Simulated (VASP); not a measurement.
# Na5Li3F8 (P1) in VASP: single point with r2SCAN

Aim: the single point of Na5Li3F8 with r2SCAN.

All numbers are computed with VASP 6.6.1; they aren't measurements. Logs are shortened: lines on timing, memory, paths and dates and some standing lists are left out, and cuts for length are marked.

## Step 1: The cell of the first run

The typed cell holds 64 atoms: a = 8.887 Å, b = 8.887 Å, c = 8.887 Å, α = 90.00°, β = 90.00°, γ = 90.00°.

## Step 2: Single point, r2SCAN

Contents of POSCAR:

```
Na5Li3F8
1.0
    8.8868270000      0.0000000000      0.0000000000
    0.0000000000      8.8868270000      0.0000000000
    0.0000000000      0.0000000000      8.8868270000
F Li Na
32 12 20
Direct
    0.2354100000      0.0044490000      0.9891850000
    0.2441760000      0.9898820000      0.5147100000
    0.2282990000      0.5268010000      0.0013910000
    0.2294470000      0.5091280000      0.5006110000
    0.7599110000      0.0007260000      0.9998210000
    0.7534460000      0.9626070000      0.4987650000
    0.7667310000      0.4991960000      0.0158110000
    0.7690660000      0.5039250000      0.4894490000
    0.0141500000      0.2527230000      0.0055050000
    0.9902820000      0.2677090000      0.5063640000
    0.0129340000      0.7751070000      0.9998740000
    0.9996530000      0.7329240000      0.4992020000
    0.4863720000      0.2508870000      0.0001670000
    0.5056510000      0.2519360000      0.5001000000
    0.4863490000      0.7509290000      0.0011870000
    0.4703580000      0.7460930000      0.5014330000
    0.9999020000      0.0208800000      0.2400730000
    0.0094420000      0.0174820000      0.7623090000
    0.9910150000      0.4845120000      0.2485320000
    0.9989020000      0.4811120000      0.7773260000
    0.5012420000      0.0021790000      0.2491010000
    0.4889390000      0.0022040000      0.7516870000
    0.5130920000      0.4983020000      0.2498990000
    0.4996980000      0.4982420000      0.7513310000
    0.2362620000      0.2507970000      0.2397990000
    0.2351290000      0.2407680000      0.7642540000
    0.2475360000      0.7527220000      0.2665570000
    0.2451510000      0.7661580000      0.7602420000
    0.7655360000      0.2622440000      0.2676340000
    0.7635110000      0.2498040000      0.7332350000
    0.7535710000      0.7335950000      0.2644940000
    0.7502240000      0.7460560000      0.7381190000
    0.0093210000      0.0002470000      0.9935530000
    0.0088930000      0.4764900000      0.9987550000
    0.0015000000      0.4978250000      0.4761120000
    0.2335160000      0.2253130000      0.9911570000
    0.2350140000      0.7524290000      0.9821470000
    0.2498220000      0.7512220000      0.4929920000
    0.7747090000      0.2843470000      0.4937040000
    0.7769120000      0.7419390000      0.4930750000
    0.2386870000      0.9968510000      0.7543330000
    0.7639030000      0.4979840000      0.2501250000
    0.0033450000      0.2524180000      0.2361700000
    0.0034520000      0.2533170000      0.7534200000
    0.9975950000      0.0053130000      0.5026470000
    0.4922970000      0.9995710000      0.9984440000
    0.5007280000      0.9953730000      0.5026190000
    0.4924760000      0.5016200000      0.0026470000
    0.5047250000      0.5029860000      0.4985740000
    0.2430610000      0.2497840000      0.5036800000
    0.7579630000      0.2507190000      0.0021400000
    0.7548080000      0.7483660000      0.0029600000
    0.2472540000      0.9999660000      0.2483040000
    0.2470230000      0.5021150000      0.2475960000
    0.2436610000      0.5025670000      0.7522620000
    0.7536220000      0.0015990000      0.2536150000
    0.7527490000      0.0000180000      0.7460030000
    0.7553420000      0.4979310000      0.7495850000
    0.0022860000      0.7479390000      0.2462280000
    0.0005260000      0.7464250000      0.7506450000
    0.5027140000      0.2519050000      0.2509070000
    0.4972590000      0.2480700000      0.7493880000
    0.4998930000      0.7484990000      0.2538950000
    0.4949250000      0.7525800000      0.7477130000
```

Contents of INCAR.step1:

```
ALGO = Normal
EDIFF = 1E-4
ENCUT = 520
GGA = PE
ISMEAR = -1
LASPH = T
LCHARG = F
LREAL = Auto
LWAVE = T
NBANDS = 238
NELM = 80
PREC = Accurate
SIGMA = 0.05
```

Contents of INCAR.step2:

```
ALGO = Normal
EDIFF = 1E-7
ENCUT = 520
ISIF = 2
ISMEAR = -1
ISTART = 1
LASPH = T
LCHARG = F
LMIXTAU = T
LREAL = Auto
LWAVE = F
METAGGA = R2SCAN
NBANDS = 238
NELM = 80
PREC = Accurate
SIGMA = 0.05
```

Contents of KPOINTS:

```
k-points
0
Gamma
  1 1 1
```

Potentials or basis: VASP PAW PBE potentials, release 64 (F, Li_sv, Na_pv).

Command:

```console
$ cat potpaw_PBE.64/F/POTCAR potpaw_PBE.64/Li_sv/POTCAR potpaw_PBE.64/Na_pv/POTCAR > POTCAR
$ cp INCAR.step1 INCAR
$ mpirun -np 1 vasp_gam > vasp.out
$ cp INCAR.step2 INCAR
$ mpirun -np 1 vasp_gam > vasp.out
```

OUTCAR:

```text
EDIFF = 1E-7
   ENCUT = 520
   ISIF = 2
   ISMEAR = -1
   ISTART = 1
   LASPH = T
   LREAL = Auto
   METAGGA = R2SCAN
   NELM = 80
   PREC = Accurate

 ion  position               nearest neighbor table
   1  0.235  0.004  0.989-  36 1.96  33 2.01  41 2.09  37 2.24  46 2.28  53 2.31
   2  0.244  0.990  0.515-  38 2.13  41 2.13  45 2.20  47 2.28  50 2.31
   3  0.228  0.527  0.001-  34 2.00  37 2.01  54 2.21  55 2.23
   4  0.229  0.509  0.501-  35 2.04  38 2.16  55 2.24  54 2.25  50 2.31
   5  0.760  0.001  1.000-  33 2.22  51 2.22  52 2.24  56 2.26  57 2.26
   6  0.753  0.963  0.499-  40 1.97  45 2.20  56 2.21  57 2.22  47 2.26
   7  0.767  0.499  0.016-  42 2.08  34 2.17  51 2.21  52 2.22
   8  0.769  0.504  0.489-  39 1.95  35 2.07  40 2.12  42 2.13  58 2.32
   9  0.014  0.253  0.006-  36 1.97  34 1.99  43 2.05  44 2.24  33 2.25  51 2.28
  10  0.990  0.268  0.506-  39 1.92  35 2.07  44 2.20  50 2.25  45 2.33
  11  0.013  0.775  1.000-  37 1.99  33 2.00  59 2.20  60 2.23  52 2.31
  12  1.000  0.733  0.499-  40 1.98  35 2.10  38 2.23  60 2.24  59 2.25
  13  0.486  0.251  0.000-  48 2.23  62 2.23  61 2.23  46 2.23
  14  0.506  0.252  0.500-  61 2.21  62 2.22  49 2.23  47 2.28  50 2.33
  15  0.486  0.751  0.001-  46 2.21  48 2.22  37 2.24  63 2.25  64 2.25
  16  0.470  0.746  0.501-  38 1.96  49 2.18  64 2.20  63 2.22  47 2.23
  17  1.000  0.021  0.240-  43 2.06  56 2.20  33 2.20  53 2.21  45 2.34
[... 18 lines left out ...]
  36  0.234  0.225  0.991-   1 1.96   9 1.97  26 2.02  25 2.22
  37  0.235  0.752  0.982-  28 1.98  11 1.99   3 2.01  15 2.24   1 2.24
  38  0.250  0.751  0.493-  16 1.96  27 2.01   2 2.13   4 2.16  12 2.23
  39  0.775  0.284  0.494-  10 1.92   8 1.95  29 2.02  30 2.15
  40  0.777  0.742  0.493-   6 1.97  12 1.98  31 2.04   8 2.12  32 2.19
  41  0.239  0.997  0.754-  18 2.05  28 2.05   1 2.09   2 2.13  26 2.17  22 2.22
  42  0.764  0.498  0.250-  19 2.02   7 2.08  31 2.10  29 2.10   8 2.13  23 2.23
  43  0.003  0.252  0.236-   9 2.05  17 2.06  19 2.07  25 2.07  29 2.13
  44  0.003  0.253  0.753-  20 2.04  26 2.06  18 2.10  30 2.14  10 2.20   9 2.24
  45  0.998  0.005  0.503-   2 2.20   6 2.20  18 2.31  10 2.33  17 2.34
  46  0.492  1.000  0.998-  22 2.19  15 2.21  21 2.23  13 2.23   1 2.28
  47  0.501  0.995  0.503-  22 2.22  16 2.23  21 2.25   6 2.26  14 2.28   2 2.28
  48  0.492  0.502  0.003-  23 2.21  15 2.22  13 2.23  24 2.23
  49  0.505  0.503  0.499-  16 2.18  23 2.21  14 2.23  24 2.25
  50  0.243  0.250  0.504-  10 2.25   4 2.31   2 2.31  26 2.32  14 2.33  25 2.35
  51  0.758  0.251  0.002-   7 2.21   5 2.22   9 2.28
  52  0.755  0.748  0.003-   7 2.22   5 2.24  11 2.31  31 2.33
  53  0.247  1.000  0.248-  27 2.20  17 2.21  25 2.23  21 2.26   1 2.31
  54  0.247  0.502  0.248-   3 2.21  27 2.23  25 2.24   4 2.25  19 2.28
  55  0.244  0.503  0.752-  20 2.19   3 2.23   4 2.24  24 2.28  26 2.33  28 2.34
  56  0.754  0.002  0.254-  17 2.20   6 2.21  21 2.24   5 2.26  29 2.32
  57  0.753  0.000  0.746-   6 2.22  30 2.22   5 2.26  32 2.26  18 2.29  22 2.35
  58  0.755  0.498  0.750-  20 2.18  32 2.21  30 2.21  24 2.27   8 2.32
[... 256 lines left out ...]
   EFERMI =   0.00;   METHOD = LEGACY
   ISMEAR =    -1;   SIGMA  =   0.05  broadening in eV -4-tet -1-fermi 0-gaus
   EFERMI_NEDOS =   21; number of points for ismear=-14 and -15
   IALGO  =     38    algorithm
   IMIX   =      4    mixing-type and parameters
     AMIX     =   0.40;   BMIX     =  1.00
     AMIX_MAG =   1.60;   BMIX_MAG =  1.00
  volume/ion in A,a.u.               =      10.97        74.00
  Fermi-wavevector in a.u.,A,eV,Ry     =   1.357317  2.564958 25.066159  1.842311
  Thomas-Fermi vector in A             =   2.484246
   LORBIT       =      0    0 simple, 1 ext, 2 COOP (PROOUT), +10 PAW based schemes
   METAGGA = R2SCAN    functional components
   LHFCALC =     F    Hartree Fock is set to
   AEXX    =    0.0000 exact exchange contribution
   IVDW    =     0    specifies the selected vdW correction
   LEPSILON=     F    determine dielectric tensor
   LRPA    =     F    only Hartree local field effects (RPA)
 non-spin polarized calculation
  energy-cutoff  :      520.00
  volume of cell :      701.84
 maximum number of plane-waves:      9475
 NGX is ok and might be reduce to    70
   NGX = 33   NGY = 33   NGZ = 33

 number of electron     400.0000064 magnetization

 Free energy of the ion-electron system (eV)
  ---------------------------------------------------
  ext. energy  EPLUGINS =         0.00000000
  ---------------------------------------------------
  free energy    TOTEN  =      -391.86471453 eV

  energy without entropy =     -391.86471453  energy(sigma->0) =     -391.86471453

 E-fermi :  -1.1112     XC(G=0):  -9.9325

 val. band max:       -2.4304509548   @ k =   0.0000   0.0000   0.0000
 cond. band min:       5.2858584335   @ k =   0.0000   0.0000   0.0000
 fundamental gap:      7.7163093884
 Fermi energy:        -1.1111638449

 k-point     1 :       0.0000    0.0000    0.0000
  band No.  band energies     occupation
      1     -45.0066      2.00000
      2     -44.9951      2.00000
      3     -44.9207      2.00000
      4     -44.8912      2.00000
      5     -44.8702      2.00000
      6     -44.8633      2.00000
[... 204 lines left out ...]
    211       8.9332      0.00000
    212       8.9962      0.00000
 [bands above 212 left out]

------------------------ aborting loop because EDIFF is reached ----------------------------------------

  FORCE on cell =-STRESS in cart. coord.  units (eV):
  Direction    XX          YY          ZZ          XY          YZ          ZX
  --------------------------------------------------------------------------------------
  -------------------------------------------------------------------------------------
  Total       -9.4849362     -6.1177938     -7.0559038      0.5029372     -0.5513601      0.2699090
  in kB      -21.6523391    -13.9657814    -16.1073115      1.1481118     -1.2586521      0.6161519
  external PRESSURE =     -17.2418106 kB  Pullay stress =       0.0000000 kB

 VOLUME and BASIS-vectors are now :
 -----------------------------------------------------------------------------
  energy-cutoff  :      520.00
  volume of cell :      701.84
      direct lattice vectors                 reciprocal lattice vectors
     8.886827000  0.000000000  0.000000000     0.112526102  0.000000000  0.000000000
     0.000000000  8.886827000  0.000000000     0.000000000  0.112526102  0.000000000
     0.000000000  0.000000000  8.886827000     0.000000000  0.000000000  0.112526102

 POSITION                                       TOTAL-FORCE (eV/Angst)
 -----------------------------------------------------------------------------------
      2.09205      0.03954      8.79072         0.026940     -0.001734      0.016355
      2.16995      8.79691      4.57414         0.009736      0.023410     -0.020143
      2.02885      4.68159      0.01236         0.026129     -0.008762     -0.004690
      2.03906      4.52453      4.44884         0.024071     -0.021972     -0.003912
      6.75320      0.00645      8.88524        -0.024813      0.001376     -0.001269
      6.69574      8.55452      4.43244        -0.005082      0.020257      0.001313
[... 56 lines left out ...]
      4.44246      6.65178      2.25632        -0.000992      0.046681      0.017001
      4.39831      6.68805      6.64480        -0.035525     -0.044566      0.043810
 -----------------------------------------------------------------------------------
    total drift:                               -0.074746     -0.130585     -0.017576

  FREE ENERGIE OF THE ION-ELECTRON SYSTEM (eV)
  ---------------------------------------------------
  free  energy   TOTEN  =      -391.8647145305 eV

  energy  without entropy=     -391.8647145305  energy(sigma->0) =     -391.86471453
```

Wall time 14 min (1 thread of Intel Xeon 6975P-C (Granite Rapids), shared host); peak memory 0.8 GiB.

Results:

| Quantity | Value |
| --- | --- |
| Free energy | -391.8647 eV |
| Largest force | 0.080 eV/Å |
| Band gap on the k mesh | 7.72 eV |

Forces on the atoms (eV/Å):
```
F    0.027 -0.002  0.016
F    0.010  0.023 -0.020
F    0.026 -0.009 -0.005
F    0.024 -0.022 -0.004
F   -0.025  0.001 -0.001
F   -0.005  0.020  0.001
F   -0.020  0.000 -0.029
F   -0.013 -0.001  0.020
F   -0.026 -0.004 -0.003
F    0.031 -0.015  0.008
F   -0.026 -0.003 -0.008
F    0.001  0.022 -0.003
F    0.027 -0.008 -0.001
F   -0.025 -0.003 -0.001
F    0.020  0.001 -0.001
F    0.010  0.003  0.006
F    0.008 -0.020  0.021
F   -0.011 -0.016 -0.018
F    0.023  0.025  0.007
F    0.005  0.022 -0.012
F   -0.002 -0.007  0.004
F    0.017 -0.006 -0.001
F   -0.020  0.011  0.003
F    0.001  0.011 -0.005
F    0.013  0.000  0.022
F    0.014  0.021 -0.019
F    0.002 -0.008 -0.004
F    0.000 -0.021 -0.003
F   -0.014 -0.015 -0.030
F   -0.013  0.009  0.027
F   -0.001  0.021 -0.026
F   -0.002  0.010  0.023
Li   0.018  0.039  0.018
Li   0.001 -0.019 -0.005
Li   0.016  0.012  0.008
Li   0.008  0.015  0.002
Li  -0.001 -0.002  0.007
Li  -0.058  0.005  0.021
Li  -0.020  0.004  0.034
Li  -0.013 -0.023  0.006
Li   0.026 -0.045 -0.034
Li  -0.035 -0.018  0.002
Li  -0.012  0.012 -0.008
Li   0.017  0.044  0.012
Na   0.048 -0.004 -0.009
Na   0.008  0.015  0.045
Na  -0.008 -0.032 -0.051
Na   0.002 -0.039 -0.056
Na  -0.006 -0.039  0.024
Na  -0.015  0.014  0.004
Na  -0.012 -0.028 -0.009
Na  -0.004  0.039 -0.003
Na   0.068 -0.008  0.029
Na   0.008 -0.036  0.044
Na  -0.020 -0.006 -0.045
Na  -0.013 -0.018 -0.015
Na  -0.011  0.001 -0.022
Na   0.047  0.064  0.007
Na  -0.051 -0.002  0.011
Na  -0.018  0.008 -0.027
Na  -0.007 -0.055 -0.024
Na   0.016  0.061  0.008
Na  -0.001  0.047  0.017
Na  -0.036 -0.045  0.044
```

Caveat: the k points lie up to 0.71 Å⁻¹ apart; the cutoff is under 1.25 times the usual one of these potentials, so pressure, stress and relaxed cells hold a basis-set (Pulay) error; the PAW data sets were made with another functional, which shifts forces and pressure a little.
